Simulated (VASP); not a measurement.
# LiCl in VASP: settings compared

LiCl is run at these levels: PBE, r2SCAN; tasks: single point.

Program: VASP 6.6.1. These are calculated values, not measurements. Logs are shortened: lines on timing, memory, paths and dates and some standing lists are left out, and cuts for length are marked.

## (1) The cell of the first run

Symmetry: I4/mmm, No. 139, tetragonal system. The conventional cell has a = 3.615 Å, b = 3.615 Å, c = 5.236 Å, α = 90.00°, β = 90.00°, γ = 90.00°. Li (site symmetry 4/mmm) has 6 Cl at 2.56 to 2.62 Å within 3.4 Å. Cl (site symmetry 4/mmm) has 6 Li at 2.56 to 2.62 Å within 3.4 Å.

## (2) Single point, PBE (uniaxial z strain +2.4%)

Contents of INCAR:

```
SYSTEM = LiCl
PREC = Accurate
ENCUT = 520
EDIFF = 1E-7
ISMEAR = -1
SIGMA = 0.02
LREAL = .False.
LASPH = .True.
NELM = 60
ALGO = Normal
ISIF = 2
LWAVE = .False.
LCHARG = .False.
GGA = PE
NBANDS = 12
```

Contents of KPOINTS:

```
Automatic mesh
0
Gamma
  8 8 8
  0 0 0
```

Contents of POSCAR:

```
LiCl
1.0
    0.0000000000      2.5560369926      2.6181486915
    2.5560369926      0.0000000000      2.6181486915
    2.5560369926      2.5560369926      0.0000000000
Li Cl
1 1
Direct
    0.0000000000      0.0000000000      0.0000000000
    0.5000000000      0.5000000000      0.5000000000
```

Potentials or basis: VASP PAW PBE potentials, release 64 (Li_sv, Cl).

The run is started by

```bash
cat potpaw_PBE.64/Li_sv/POTCAR potpaw_PBE.64/Cl/POTCAR > POTCAR
mpirun -np 1 vasp_std > vasp.out
```

OUTCAR:

```text
SYSTEM = LiCl
   PREC = Accurate
   ENCUT = 520
   EDIFF = 1E-7
   ISMEAR = -1
   LREAL = .False.
   LASPH = .True.
   NELM = 60
   ISIF = 2
   GGA = PE

 ion  position               nearest neighbor table
   1  0.000  0.000  0.000-   2 2.56   2 2.56   2 2.56   2 2.56   2 2.62   2 2.62
   2  0.500  0.500  0.500-   1 2.56   1 2.56   1 2.56   1 2.56   1 2.62   1 2.62

  LATTYP: Found a body centered tetragonal cell.
 ALAT       =     3.6147821809
 C/A-ratio  =     1.4485789519

  Lattice vectors:

 A1 = (  -2.5560369926,   0.0000000000,   2.6181486915)
 A2 = (   2.5560369926,   0.0000000000,   2.6181486915)
 A3 = (   0.0000000000,   2.5560369926,  -2.6181486915)

Analysis of symmetry for initial positions (statically):
=====================================================================
 Subroutine PRICEL returns:
 Original cell was already a primitive cell.

 Routine SETGRP: Setting up the symmetry group for a
 body centered tetragonal supercell.

 Subroutine GETGRP returns: Found 16 space group operations
 (whereof 16 operations were pure point group operations)
 out of a pool of 16 trial point group operations.

The static configuration has the point symmetry D_4h.

Analysis of symmetry for dynamics (positions and initial velocities):
=====================================================================
 Subroutine PRICEL returns:
 Original cell was already a primitive cell.

 Routine SETGRP: Setting up the symmetry group for a
 body centered tetragonal supercell.

 Subroutine GETGRP returns: Found 16 space group operations
 (whereof 16 operations were pure point group operations)
 out of a pool of 16 trial point group operations.

The dynamic configuration has the point symmetry D_4h.

 Subroutine INISYM returns: Found 16 space group operations
 (whereof 16 operations are pure point group operations),
 and found     1 'primitive' translations

----------------------------------------------------------------------------------------

                                     Primitive cell

  volume of cell :      34.2104

  direct lattice vectors                    reciprocal lattice vectors
     0.000000000  2.556036993  2.618148692    -0.195615322  0.195615322  0.190974639
     2.556036993  0.000000000  2.618148692     0.195615322 -0.195615322  0.190974639
     2.556036993  2.556036993  0.000000000     0.195615322  0.195615322 -0.190974639

  length of vectors
     3.658965384  3.658965384  3.614782181     0.336157733  0.336157733  0.336157733

  position of ions in fractional coordinates (direct lattice)
     0.000000000  0.000000000  0.000000000
     0.500000000  0.500000000  0.500000000

  ion indices of the primitive-cell ions
   primitive index   ion index
                 1           1
                 2           2

----------------------------------------------------------------------------------------

 KPOINTS: Automatic mesh

Automatic generation of k-mesh.
 Grid dimensions read from file:
 generate k-points for:    8    8    8

 Generating k-lattice:

  Cartesian coordinates                     Fractional coordinates (reciprocal lattice)
    -0.024451915  0.024451915  0.023871830     0.125000000  0.000000000  0.000000000
     0.024451915 -0.024451915  0.023871830     0.000000000  0.125000000  0.000000000
     0.024451915  0.024451915 -0.023871830     0.000000000  0.000000000  0.125000000

  Length of vectors
     0.042019717  0.042019717  0.042019717

  Shift w.r.t. Gamma in fractional coordinates (k-lattice)
     0.000000000  0.000000000  0.000000000

 Subroutine IBZKPT returns following result:
 ===========================================

 Found     59 irreducible k-points:

 Following reciprocal coordinates:
            Coordinates               Weight
  0.000000  0.000000  0.000000      1.000000
  0.125000  0.000000  0.000000      8.000000
  0.250000  0.000000  0.000000      8.000000
  0.375000 -0.000000  0.000000      8.000000
  0.500000  0.000000  0.000000      4.000000
  0.125000  0.125000  0.000000      2.000000
[... 16 lines left out ...]
  0.250000  0.000000  0.125000     16.000000
  0.375000 -0.000000  0.125000     16.000000
 [... further k-points ...]
   k-points           NKPTS =     59   k-points in BZ     NKDIM =     59   number of bands    NBANDS=     12
   number of dos      NEDOS =    301   number of ions     NIONS =      2
   total plane-waves  NPLWV =  21952
   dimension x,y,z NGX =    28 NGY =   28 NGZ =   28
   dimension x,y,z NGXF=    56 NGYF=   56 NGZF=   56
   ions per type =               1   1
   NGX,Y,Z   is equivalent  to a cutoff of  12.72, 12.72, 12.88 a.u.
   NGXF,Y,Z  is equivalent  to a cutoff of  25.44, 25.44, 25.75 a.u.
 SYSTEM =  LiCl
   PREC   = accura    normal or accurate (medium, high low for compatibility)
   ISTART =      0    job   : 0-new  1-cont  2-samecut
   ICHARG =      2    charge: 1-file 2-atom 10-const
   ISPIN  =      1    spin polarized calculation?
   LNONCOLLINEAR =      F non collinear calculations
   LSORBIT =      F    spin-orbit coupling
   LASPH  =      T    aspherical Exc in radial PAW
   ENCUT  =  520.0 eV  38.22 Ry    6.18 a.u.   6.80  6.80  6.72*2*pi/ulx,y,z
   NELM   =     60;   NELMIN=  2; NELMDL= -5     # of ELM steps
   EDIFF  = 0.1E-06   stopping-criterion for ELM
   LREAL  =      F    real-space projection
   EDIFFG = 0.1E-05   stopping-criterion for IOM
   NSW    =      0    number of steps for IOM
   IBRION =     -1    ionic relax: 0-MD 1-quasi-New 2-CG
   NFREE  =      0    steps in history (QN), initial steepest desc. (CG)
   ISIF   =      2    stress and relaxation
   ISYM   =      2    0-nonsym 1-usesym 2-fastsym
   POTIM  = 0.5000    time-step for ionic-motion
   TEBEG  =    0.0;   TEEND  =   0.0 temperature during run
   PSTRESS=    0.0 pullay stress
   NELECT =      10.0000    total number of electrons
   NUPDOWN=      -1.0000    fix difference up-down
   EMIN   =  10.00;   EMAX   =-10.00  energy-range for DOS
   EFERMI =   0.00;   METHOD = LEGACY
   ISMEAR =    -1;   SIGMA  =   0.02  broadening in eV -4-tet -1-fermi 0-gaus
   EFERMI_NEDOS =   21; number of points for ismear=-14 and -15
   IALGO  =     38    algorithm
   IMIX   =      4    mixing-type and parameters
     AMIX     =   0.40;   BMIX     =  1.00
     AMIX_MAG =   1.60;   BMIX_MAG =  1.00
  volume/ion in A,a.u.               =      17.11       115.43
  Fermi-wavevector in a.u.,A,eV,Ry     =   1.086481  2.053151 16.060862  1.180440
  Thomas-Fermi vector in A             =   2.222618
   LORBIT       =      0    0 simple, 1 ext, 2 COOP (PROOUT), +10 PAW based schemes
   GGA     = PE    functional components
   LHFCALC =     F    Hartree Fock is set to
   AEXX    =    0.0000 exact exchange contribution
   IVDW    =     0    specifies the selected vdW correction
   LEPSILON=     F    determine dielectric tensor
   LRPA    =     F    only Hartree local field effects (RPA)
 non-spin polarized calculation
  energy-cutoff  :      520.00
  volume of cell :       34.21
 maximum number of plane-waves:       950
   NGX = 13   NGY = 13   NGZ = 13

 number of electron      10.0000008 magnetization

 Free energy of the ion-electron system (eV)
  ---------------------------------------------------
  ext. energy  EPLUGINS =         0.00000000
  ---------------------------------------------------
  free energy    TOTEN  =        -7.38502926 eV

  energy without entropy =       -7.38502926  energy(sigma->0) =       -7.38502926

 E-fermi :   0.9646     XC(G=0):  -8.6706

 val. band max:        0.5157379841   @ k =   0.0000   0.0000   0.0000
 cond. band min:       6.7387571064   @ k =   0.0000   0.0000   0.0000
 fundamental gap:      6.2230191223
 Fermi energy:         0.9645963861

 k-point     1 :       0.0000    0.0000    0.0000
  band No.  band energies     occupation
      1     -43.0685      2.00000
      2     -12.8728      2.00000
      3       0.4552      2.00000
      4       0.4552      2.00000
      5       0.5157      2.00000
      6       6.7388      0.00000
      7      12.2684      0.00000
      8      12.4761      0.00000
      9      12.4761      0.00000
     10      14.6166      0.00000
     11      14.8830      0.00000
     12      15.0848      0.00000

 k-point     2 :       0.1250    0.0000    0.0000
  band No.  band energies     occupation
      1     -43.0682      2.00000
      2     -12.7995      2.00000
      3      -0.0420      2.00000
      4       0.4230      2.00000
      5       0.4497      2.00000
      6       7.1982      0.00000
      7      11.6093      0.00000
      8      12.1768      0.00000
      9      12.4110      0.00000
     10      13.4768      0.00000
     11      13.6165      0.00000
     12      15.3861      0.00000

 k-point     3 :       0.2500    0.0000    0.0000
  band No.  band energies     occupation
      1     -43.0673      2.00000
      2     -12.6131      2.00000
      3      -1.0730      2.00000
      4       0.3390      2.00000
      5       0.3500      2.00000
      6       7.6493      0.00000
      7      11.0244      0.00000
      8      11.2739      0.00000
      9      11.4102      0.00000
     10      14.3937      0.00000
     11      14.4003      0.00000
     12      15.9518      0.00000

 k-point     4 :       0.3750   -0.0000    0.0000
  band No.  band energies     occupation
      1     -43.0664      2.00000
      2     -12.4111      2.00000
      3      -1.9454      2.00000
      4       0.2367      2.00000
      5       0.2826      2.00000
      6       7.3993      0.00000
      7      10.1764      0.00000
      8      10.3756      0.00000
      9      12.5360      0.00000
     10      16.1040      0.00000
     11      16.1953      0.00000
     12      16.6294      0.00000

 k-point     5 :       0.5000    0.0000    0.0000
  band No.  band energies     occupation
      1     -43.0661      2.00000
      2     -12.3221      2.00000
      3      -2.2796      2.00000
      4       0.1964      2.00000
      5       0.2563      2.00000
      6       7.2191      0.00000
      7       9.8816      0.00000
      8      10.0647      0.00000
      9      13.3112      0.00000
     10      17.2927      0.00000
     11      17.4467      0.00000
     12      17.6624      0.00000
[... 228 lines left out ...]
      1     -43.0656      2.00000
      2     -12.1149      2.00000
      3      -2.3519      2.00000
      4      -0.5509      2.00000
      5      -0.5509      2.00000
      6       8.3701      0.00000
      7       8.8628      0.00000
      8      12.5800      0.00000
      9      14.6107      0.00000
     10      14.6107      0.00000
     11      17.4421      0.00000
     12      19.0424      0.00000

 k-point    22 :       0.1250    0.0000    0.1250
  band No.  band energies     occupation
      1     -43.0681      2.00000
      2     -12.7729      2.00000
      3      -0.0012      2.00000
      4       0.2620      2.00000
      5       0.3427      2.00000
      6       7.4441      0.00000
      7      11.4608      0.00000
      8      12.0101      0.00000
      9      12.3900      0.00000
     10      12.4115      0.00000
     11      15.2346      0.00000
     12      15.7200      0.00000

 k-point    23 :       0.2500    0.0000    0.1250
  band No.  band energies     occupation
      1     -43.0674      2.00000
      2     -12.6204      2.00000
      3      -0.7992      2.00000
      4       0.1310      2.00000
      5       0.2198      2.00000
      6       8.1405      0.00000
      7      10.7386      0.00000
      8      10.8464      0.00000
      9      12.0052      0.00000
     10      13.1484      0.00000
     11      15.3303      0.00000
     12      16.6411      0.00000

 k-point    24 :       0.3750   -0.0000    0.1250
  band No.  band energies     occupation
      1     -43.0665      2.00000
      2     -12.4184      2.00000
      3      -1.6805      2.00000
      4       0.0373      2.00000
      5       0.0509      2.00000
      6       8.1075      0.00000
      7      10.0747      0.00000
      8      11.0543      0.00000
      9      11.4817      0.00000
     10      14.5597      0.00000
     11      16.7815      0.00000
     12      17.4748      0.00000

 [... further k-points ...]
[... 5 lines left out ...]
  --------------------------------------------------------------------------------------
  -------------------------------------------------------------------------------------
  Total        0.0224409      0.0224409     -0.1235729      0.0000000     -0.0000000     -0.0000000
  in kB        1.0509765      1.0509765     -5.7872897      0.0000000     -0.0000000     -0.0000000
  external PRESSURE =      -1.2284456 kB  Pullay stress =       0.0000000 kB

 VOLUME and BASIS-vectors are now :
 -----------------------------------------------------------------------------
  energy-cutoff  :      520.00
  volume of cell :       34.21
      direct lattice vectors                 reciprocal lattice vectors
     0.000000000  2.556036993  2.618148692    -0.195615322  0.195615322  0.190974639
     2.556036993  0.000000000  2.618148692     0.195615322 -0.195615322  0.190974639
     2.556036993  2.556036993  0.000000000     0.195615322  0.195615322 -0.190974639

 POSITION                                       TOTAL-FORCE (eV/Angst)
 -----------------------------------------------------------------------------------
      0.00000      0.00000      0.00000        -0.000000      0.000000     -0.000000
      2.55604      2.55604      2.61815         0.000000     -0.000000      0.000000
 -----------------------------------------------------------------------------------
    total drift:                                0.000000      0.000000      0.000000

  FREE ENERGIE OF THE ION-ELECTRON SYSTEM (eV)
  ---------------------------------------------------
  free  energy   TOTEN  =        -7.3850292634 eV

  energy  without entropy=       -7.3850292634  energy(sigma->0) =       -7.38502926
```

Wall time 11 s (1 thread of Intel Xeon 6975P-C (Granite Rapids), shared host); peak memory 0.15 GiB.

What came out:

```
Free energy            : -7.3850 eV
Band gap on the k mesh : 6.22 eV, direct
```

Levels at points of the mesh, in eV from the valence-band top:
```csv
k point,band 1,band 2,band 3,band 4,band 5,band 6,band 7,band 8,band 9,band 10
"(0.00, 0.00, 0.00)",-43.58,-13.39,-0.06,-0.06,0.00,6.22,11.75,11.96,11.96,14.10
"(0.50, 0.00, 0.00)",-43.58,-12.84,-2.80,-0.32,-0.26,6.70,9.37,9.55,12.80,16.78
"(0.50, 0.50, 0.00)",-43.58,-12.63,-2.87,-1.07,-1.07,7.85,8.35,12.06,14.09,14.09
"(0.50, 0.00, 0.50)",-43.58,-12.59,-2.87,-1.22,-1.06,7.80,8.24,12.40,13.68,14.16
```

Caveat: the cell differs from its parent crystal (uniaxial z strain +2.4%); the cutoff is under 1.25 times the usual one of these potentials, so pressure, stress and relaxed cells hold a basis-set (Pulay) error.

## (3) Single point, PBE (strain along [111] +2.4%)

Contents of INCAR:

```
SYSTEM = LiCl
PREC = Accurate
ENCUT = 520
EDIFF = 1E-6
ISMEAR = -1
SIGMA = 0.02
LREAL = .False.
LASPH = .True.
NELM = 100
ALGO = Normal
ISIF = 2
LWAVE = .False.
LCHARG = .True.
GGA = PE
LELF = .True.
LVHAR = .True.
NBANDS = 12
```

Contents of KPOINTS:

```
regular mesh
0
Gamma
  8 8 8
  0 0 0
```

Contents of POSCAR:

```
LiCl
1.0
    0.0405557869      2.5965927795      2.5965927795
    2.5965927795      0.0405557869      2.5965927795
    2.5965927795      2.5965927795      0.0405557869
Li Cl
1 1
Direct
    0.0000000000      0.0000000000      0.0000000000
    0.5000000000      0.5000000000      0.5000000000
```

Potentials or basis: VASP PAW PBE potentials, release 64 (Li_sv, Cl).

The run is started by

```bash
cat potpaw_PBE.64/Li_sv/POTCAR potpaw_PBE.64/Cl/POTCAR > POTCAR
mpirun -np 1 vasp_std > vasp.out
```

Run time: 11 s. Hardware: 1 thread of Intel Xeon 6975P-C (Granite Rapids), shared host; peak memory 0.16 GiB.

Results (log left out):

| Quantity | Value |
| --- | --- |
| Free energy | -7.3842 eV |
| Band gap on the k mesh | 6.21 eV, direct |

Levels at points of the mesh, in eV from the valence-band top:
```csv
k point,band 1,band 2,band 3,band 4,band 5,band 6,band 7,band 8,band 9,band 10
"(0.00, 0.00, 0.00)",-43.60,-13.40,-0.14,0.00,0.00,6.21,11.63,12.01,12.01,14.33
"(0.50, 0.00, 0.00)",-43.59,-12.83,-2.80,-0.36,-0.29,6.66,9.30,9.49,12.85,16.72
"(0.50, 0.50, 0.00)",-43.59,-12.61,-2.88,-1.19,-1.05,7.79,8.28,12.26,13.95,14.00
"(0.50, 0.50, 0.50)",-43.59,-12.89,-2.83,-0.23,-0.23,6.81,9.61,9.61,12.60,16.90
```

Caveat: the cell differs from its parent crystal (strain along [111] +2.4%); the cutoff is under 1.25 times the usual one of these potentials, so pressure, stress and relaxed cells hold a basis-set (Pulay) error. A k mesh can miss the band edges.

## (4) Single point, r2SCAN (uniaxial z strain +2.4%)

Contents of POSCAR:

```
LiCl
1.0
    0.0000000000      2.5560369926      2.6181486915
    2.5560369926      0.0000000000      2.6181486915
    2.5560369926      2.5560369926      0.0000000000
Li Cl
1 1
Direct
    0.0000000000      0.0000000000      0.0000000000
    0.5000000000      0.5000000000      0.5000000000
```

Contents of INCAR.step1:

```
PREC = Accurate
ENCUT = 520
ISMEAR = 0
SIGMA = 0.01
LREAL = False
LASPH = True
NELM = 100
NBANDS = 12
GGA = PE
ALGO = Normal
EDIFF = 1E-4
LWAVE = True
LCHARG = False
```

Contents of INCAR.step2:

```
PREC = Accurate
ENCUT = 520
EDIFF = 1E-7
ISMEAR = 0
SIGMA = 0.01
LREAL = False
LASPH = True
NELM = 100
ALGO = Normal
ISIF = 2
LWAVE = False
LCHARG = False
METAGGA = R2SCAN
LMIXTAU = True
NBANDS = 12
ISTART = 1
```

Contents of KPOINTS:

```
regular mesh
0
Gamma
  8 8 8
```

The run is started by

```bash
cat potpaw_PBE.64/Li_sv/POTCAR potpaw_PBE.64/Cl/POTCAR > POTCAR
cp INCAR.step1 INCAR
mpirun -np 1 vasp_std > vasp.out
cp INCAR.step2 INCAR
mpirun -np 1 vasp_std > vasp.out
```

It took 50 s on 1 thread of Intel Xeon 6975P-C (Granite Rapids), shared host; peak memory 0.16 GiB.

It converged, with:

* Free energy: -12.5826 eV
* Band gap on the k mesh: 7.17 eV, direct

Levels at points of the mesh, in eV from the valence-band top:
| k point | band 2 | band 3 | band 4 | band 5 | band 6 | band 7 | band 8 | band 9 |
| --- | --- | --- | --- | --- | --- | --- | --- | --- |
| (0.00, 0.00, 0.00) | -13.97 | -0.06 | -0.06 | 0.00 | 7.17 | 12.48 | 12.69 | 12.69 |
| (0.50, 0.00, 0.00) | -13.41 | -2.82 | -0.34 | -0.28 | 7.48 | 10.18 | 10.37 | 14.01 |
| (0.50, 0.50, 0.00) | -13.20 | -2.91 | -1.09 | -1.09 | 8.74 | 8.99 | 13.18 | 15.39 |
| (0.50, 0.00, 0.50) | -13.15 | -2.91 | -1.24 | -1.08 | 8.68 | 8.87 | 13.53 | 14.95 |

Caveat: the cell differs from its parent crystal (uniaxial z strain +2.4%); the cutoff is under 1.25 times the usual one of these potentials, so pressure, stress and relaxed cells hold a basis-set (Pulay) error; the PAW data sets were made with another functional, which shifts forces and pressure a little. A k mesh can miss the band edges.

## (5) Summary

| level | cell | smearing | gap on the mesh (eV) |
| --- | --- | --- | --- |
| PBE | a = 3.659, b = 3.659, c = 3.615 Å, angles 60.4, 60.4, 59.2°, 2 atoms | fermi-dirac 0.02 eV | 6.22 |
| PBE | a = 3.672 Å, angles 59.0°, 2 atoms | fermi-dirac 0.02 eV | 6.21 |
| r2SCAN | a = 3.659, b = 3.659, c = 3.615 Å, angles 60.4, 60.4, 59.2°, 2 atoms | gaussian 0.01 eV | 7.17 |

Alike in all rows: task single point; potentials or basis VASP PAW PBE potentials, release 64 (Li_sv, Cl); no spin polarisation; k mesh 8 × 8 × 8; cutoff (eV) 520.

Caveats: the cutoff is under 1.25 times the usual one of these potentials, so pressure, stress and relaxed cells hold a basis-set (Pulay) error; the PAW data sets were made with another functional, which shifts forces and pressure a little (some runs).

Total energies depend on the potentials used, so only differences within one code and one set of settings carry meaning.
